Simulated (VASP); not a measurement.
# CdS (Hawleyite) (F-43m) in VASP: further runs, part 2 of 2

VASP 6.6.1. Earlier steps stand in the parts before.

## 3. Single point, PBE

Contents of INCAR:

```
PREC = Accurate
ENCUT = 520
EDIFF = 1E-6
ISMEAR = 0
SIGMA = 0.014
LREAL = F
LASPH = T
NELM = 100
ALGO = Normal
ISIF = 2
LWAVE = F
LCHARG = F
GGA = PE
NBANDS = 16
```

Contents of KPOINTS:

```
regular mesh
0
Gamma
  8 8 8
```

Contents of POSCAR:

```
CdS
1.0
    0.0000000000      2.9165000000      2.9165000000
    2.9165000000      0.0000000000      2.9165000000
    2.9165000000      2.9165000000      0.0000000000
Cd S
1 1
Direct
    0.0000000000      0.0000000000      0.0000000000
    0.7500000000      0.7500000000      0.7500000000
```

Potentials or basis: VASP PAW PBE potentials, release 64 (Cd, S).

The run is started by

```
> cat potpaw_PBE.64/Cd/POTCAR potpaw_PBE.64/S/POTCAR > POTCAR
> mpirun -np 1 vasp_std > vasp.out
```

OUTCAR:

```text
PREC = Accurate
   ENCUT = 520
   EDIFF = 1E-6
   ISMEAR = 0
   LREAL = F
   LASPH = T
   NELM = 100
   ISIF = 2
   GGA = PE

 ion  position               nearest neighbor table
   1  0.000  0.000  0.000-   2 2.53   2 2.53   2 2.53   2 2.53
   2  0.750  0.750  0.750-   1 2.53   1 2.53   1 2.53   1 2.53

  LATTYP: Found a face centered cubic cell.
 ALAT       =     5.8330000000

  Lattice vectors:

 A1 = (   0.0000000000,   2.9165000000,   2.9165000000)
 A2 = (   2.9165000000,   0.0000000000,   2.9165000000)
 A3 = (   2.9165000000,   2.9165000000,   0.0000000000)

Analysis of symmetry for initial positions (statically):
=====================================================================
 Subroutine PRICEL returns:
 Original cell was already a primitive cell.

 Routine SETGRP: Setting up the symmetry group for a
 face centered cubic supercell.

 Subroutine GETGRP returns: Found 24 space group operations
 (whereof 24 operations were pure point group operations)
 out of a pool of 48 trial point group operations.

The static configuration has the point symmetry T_d .

Analysis of symmetry for dynamics (positions and initial velocities):
=====================================================================
 Subroutine PRICEL returns:
 Original cell was already a primitive cell.

 Routine SETGRP: Setting up the symmetry group for a
 face centered cubic supercell.

 Subroutine GETGRP returns: Found 24 space group operations
 (whereof 24 operations were pure point group operations)
 out of a pool of 48 trial point group operations.

The dynamic configuration has the point symmetry T_d .

 Subroutine INISYM returns: Found 24 space group operations
 (whereof 24 operations are pure point group operations),
 and found     1 'primitive' translations

----------------------------------------------------------------------------------------

                                     Primitive cell

  volume of cell :      49.6153

  direct lattice vectors                    reciprocal lattice vectors
     0.000000000  2.916500000  2.916500000    -0.171438368  0.171438368  0.171438368
     2.916500000  0.000000000  2.916500000     0.171438368 -0.171438368  0.171438368
     2.916500000  2.916500000  0.000000000     0.171438368  0.171438368 -0.171438368

  length of vectors
     4.124553855  4.124553855  4.124553855     0.296939964  0.296939964  0.296939964

  position of ions in fractional coordinates (direct lattice)
     0.000000000  0.000000000  0.000000000
     0.750000000  0.750000000  0.750000000

  ion indices of the primitive-cell ions
   primitive index   ion index
                 1           1
                 2           2

----------------------------------------------------------------------------------------

 KPOINTS: regular mesh

Automatic generation of k-mesh.
 Grid dimensions read from file:
 generate k-points for:    8    8    8

 Generating k-lattice:

  Cartesian coordinates                     Fractional coordinates (reciprocal lattice)
    -0.021429796  0.021429796  0.021429796     0.125000000  0.000000000  0.000000000
     0.021429796 -0.021429796  0.021429796     0.000000000  0.125000000  0.000000000
     0.021429796  0.021429796 -0.021429796     0.000000000  0.000000000  0.125000000

  Length of vectors
     0.037117495  0.037117495  0.037117495

  Shift w.r.t. Gamma in fractional coordinates (k-lattice)
     0.000000000  0.000000000  0.000000000

 Subroutine IBZKPT returns following result:
 ===========================================

 Found     29 irreducible k-points:

 Following reciprocal coordinates:
            Coordinates               Weight
  0.000000  0.000000  0.000000      1.000000
  0.125000  0.000000  0.000000      8.000000
  0.250000  0.000000  0.000000      8.000000
  0.375000  0.000000  0.000000      8.000000
  0.500000  0.000000  0.000000      4.000000
  0.125000  0.125000  0.000000      6.000000
[... 16 lines left out ...]
  0.500000  0.250000  0.125000     48.000000
 -0.375000  0.250000  0.125000     24.000000
 [... further k-points ...]
   k-points           NKPTS =     29   k-points in BZ     NKDIM =     29   number of bands    NBANDS=     16
   number of dos      NEDOS =    301   number of ions     NIONS =      2
   total plane-waves  NPLWV =  32768
   dimension x,y,z NGX =    32 NGY =   32 NGZ =   32
   dimension x,y,z NGXF=    64 NGYF=   64 NGZF=   64
   ions per type =               1   1
   NGX,Y,Z   is equivalent  to a cutoff of  12.90, 12.90, 12.90 a.u.
   NGXF,Y,Z  is equivalent  to a cutoff of  25.80, 25.80, 25.80 a.u.
 SYSTEM =  unknown system
   PREC   = accura    normal or accurate (medium, high low for compatibility)
   ISTART =      0    job   : 0-new  1-cont  2-samecut
   ICHARG =      2    charge: 1-file 2-atom 10-const
   ISPIN  =      1    spin polarized calculation?
   LNONCOLLINEAR =      F non collinear calculations
   LSORBIT =      F    spin-orbit coupling
   LASPH  =      T    aspherical Exc in radial PAW
   ENCUT  =  520.0 eV  38.22 Ry    6.18 a.u.   7.67  7.67  7.67*2*pi/ulx,y,z
   NELM   =    100;   NELMIN=  2; NELMDL= -5     # of ELM steps
   EDIFF  = 0.1E-05   stopping-criterion for ELM
   LREAL  =      F    real-space projection
   EDIFFG = 0.1E-04   stopping-criterion for IOM
   NSW    =      0    number of steps for IOM
   IBRION =     -1    ionic relax: 0-MD 1-quasi-New 2-CG
   NFREE  =      0    steps in history (QN), initial steepest desc. (CG)
   ISIF   =      2    stress and relaxation
   ISYM   =      2    0-nonsym 1-usesym 2-fastsym
   POTIM  = 0.5000    time-step for ionic-motion
   TEBEG  =    0.0;   TEEND  =   0.0 temperature during run
   PSTRESS=    0.0 pullay stress
   NELECT =      18.0000    total number of electrons
   NUPDOWN=      -1.0000    fix difference up-down
   EMIN   =  10.00;   EMAX   =-10.00  energy-range for DOS
   EFERMI =   0.00;   METHOD = LEGACY
   ISMEAR =     0;   SIGMA  =   0.01  broadening in eV -4-tet -1-fermi 0-gaus
   EFERMI_NEDOS =   21; number of points for ismear=-14 and -15
   IALGO  =     38    algorithm
   IMIX   =      4    mixing-type and parameters
     AMIX     =   0.40;   BMIX     =  1.00
     AMIX_MAG =   1.60;   BMIX_MAG =  1.00
  volume/ion in A,a.u.               =      24.81       167.41
  Fermi-wavevector in a.u.,A,eV,Ry     =   1.167599  2.206442 18.548649  1.363287
  Thomas-Fermi vector in A             =   2.304097
   LORBIT       =      0    0 simple, 1 ext, 2 COOP (PROOUT), +10 PAW based schemes
   GGA     = PE    functional components
   LHFCALC =     F    Hartree Fock is set to
   AEXX    =    0.0000 exact exchange contribution
   IVDW    =     0    specifies the selected vdW correction
   LEPSILON=     F    determine dielectric tensor
   LRPA    =     F    only Hartree local field effects (RPA)
 non-spin polarized calculation
 Gauss-broadening in eV      SIGMA  =   0.01
  energy-cutoff  :      520.00
  volume of cell :       49.62
 maximum number of plane-waves:      1363
   NGX = 15   NGY = 15   NGZ = 15

 number of electron      18.0000004 magnetization

 Free energy of the ion-electron system (eV)
  ---------------------------------------------------
  ext. energy  EPLUGINS =         0.00000000
  ---------------------------------------------------
  free energy    TOTEN  =        -6.12127790 eV

  energy without entropy =       -6.12127790  energy(sigma->0) =       -6.12127790

 E-fermi :   1.4239     XC(G=0):  -9.1497

 val. band max:        1.3143359555   @ k =   0.0000   0.0000   0.0000
 cond. band min:       2.4640910154   @ k =   0.0000   0.0000   0.0000
 fundamental gap:      1.1497550599
 Fermi energy:         1.4239005220

 k-point     1 :       0.0000    0.0000    0.0000
  band No.  band energies     occupation
      1     -11.0554      2.00000
      2      -6.4138      2.00000
      3      -6.4138      2.00000
      4      -6.4138      2.00000
      5      -5.9339      2.00000
      6      -5.9339      2.00000
[... 8 lines left out ...]
     15      12.7950      0.00000
     16      12.7950      0.00000

 k-point     2 :       0.1250    0.0000    0.0000
  band No.  band energies     occupation
      1     -10.9933      2.00000
      2      -6.3913      2.00000
      3      -6.3913      2.00000
      4      -6.3600      2.00000
      5      -5.9349      2.00000
      6      -5.9349      2.00000
[... 8 lines left out ...]
     15      12.1973      0.00000
     16      13.3258      0.00000
[... 387 lines left out ...]
      5      -5.9002      2.00000
      6      -5.6424      2.00000
[... 8 lines left out ...]
     15      14.1446      0.00000
     16      14.4106      0.00000

 k-point    24 :      -0.3750    0.2500    0.1250
  band No.  band energies     occupation
      1     -10.5653      2.00000
      2      -6.2497      2.00000
      3      -6.2116      2.00000
      4      -5.9596      2.00000
      5      -5.9071      2.00000
      6      -5.4397      2.00000
[... 8 lines left out ...]
     15      13.6170      0.00000
     16      14.4856      0.00000

 [... further k-points ...]
[... 5 lines left out ...]
  --------------------------------------------------------------------------------------
  -------------------------------------------------------------------------------------
  Total        0.9934896      0.9934896      0.9934896      0.0000000      0.0000000     -0.0000000
  in kB       32.0817439     32.0817439     32.0817439      0.0000000      0.0000000     -0.0000000
  external PRESSURE =      32.0817439 kB  Pullay stress =       0.0000000 kB

 VOLUME and BASIS-vectors are now :
 -----------------------------------------------------------------------------
  energy-cutoff  :      520.00
  volume of cell :       49.62
      direct lattice vectors                 reciprocal lattice vectors
     0.000000000  2.916500000  2.916500000    -0.171438368  0.171438368  0.171438368
     2.916500000  0.000000000  2.916500000     0.171438368 -0.171438368  0.171438368
     2.916500000  2.916500000  0.000000000     0.171438368  0.171438368 -0.171438368

 POSITION                                       TOTAL-FORCE (eV/Angst)
 -----------------------------------------------------------------------------------
      0.00000      0.00000      0.00000        -0.000000     -0.000000     -0.000000
      4.37475      4.37475      4.37475         0.000000      0.000000      0.000000
 -----------------------------------------------------------------------------------
    total drift:                                0.000000      0.000000      0.000000

  FREE ENERGIE OF THE ION-ELECTRON SYSTEM (eV)
  ---------------------------------------------------
  free  energy   TOTEN  =        -6.1212779008 eV

  energy  without entropy=       -6.1212779008  energy(sigma->0) =       -6.12127790
```

OSZICAR:

```text
N       E                     dE             d eps       ncg     rms          rms(c)
DAV:   1     0.108360184915E+03    0.10836E+03   -0.91209E+03   952   0.103E+03
DAV:   2    -0.245418683914E+01   -0.11081E+03   -0.10478E+03  1152   0.252E+02
DAV:   3    -0.663963095065E+01   -0.41854E+01   -0.41784E+01  1088   0.511E+01
DAV:   4    -0.666513072637E+01   -0.25500E-01   -0.25497E-01  1224   0.394E+00
DAV:   5    -0.666547005160E+01   -0.33933E-03   -0.33932E-03  1104   0.426E-01    0.812E+00
DAV:   6    -0.614023971355E+01    0.52523E+00   -0.83505E-01  1384   0.116E+01    0.652E+00
DAV:   7    -0.612086997556E+01    0.19370E-01   -0.19821E-01  1152   0.304E+00    0.316E+00
DAV:   8    -0.612116513961E+01   -0.29516E-03   -0.18301E-02  1104   0.172E+00    0.310E-01
DAV:   9    -0.612108427729E+01    0.80862E-04   -0.21505E-03  1088   0.690E-01    0.579E-02
DAV:  10    -0.612120281038E+01   -0.11853E-03   -0.24600E-04  1144   0.163E-01    0.661E-02
DAV:  11    -0.612128479807E+01   -0.81988E-04   -0.12697E-04  1040   0.913E-02    0.211E-02
DAV:  12    -0.612127692535E+01    0.78727E-05   -0.25647E-05  1272   0.664E-02    0.102E-02
DAV:  13    -0.612127823536E+01   -0.13100E-05   -0.45860E-06  1072   0.129E-02    0.133E-02
DAV:  14    -0.612127790080E+01    0.33456E-06   -0.35801E-07   824   0.346E-03
   1 F= -.61212779E+01 E0= -.61212779E+01  d E =-.116458E-30
```

stdout:

```text
POSCAR found type information on POSCAR CdS
 POSCAR found :  2 types and       2 ions
 scaLAPACK will be used
 LDA part: xc-table for (Slater+PW92), standard interpolation
 POSCAR, INCAR and KPOINTS ok, starting setup
 FFT: planning ... GRIDC
 FFT: planning ... GRID_SOFT
 FFT: planning ... GRID
 WAVECAR not read
 entering main loop
```

It took 28 s on 1 thread of Intel Xeon Platinum 8259CL at 2.50GHz (Skylake/Cascade Lake), shared host; peak memory 0.18 GiB.

What came out:

```yaml
Free_energy: -6.1213 eV
Pressure: 3.2 GPa
Band_gap_on_the_k_mesh: 1.15 eV, direct
```
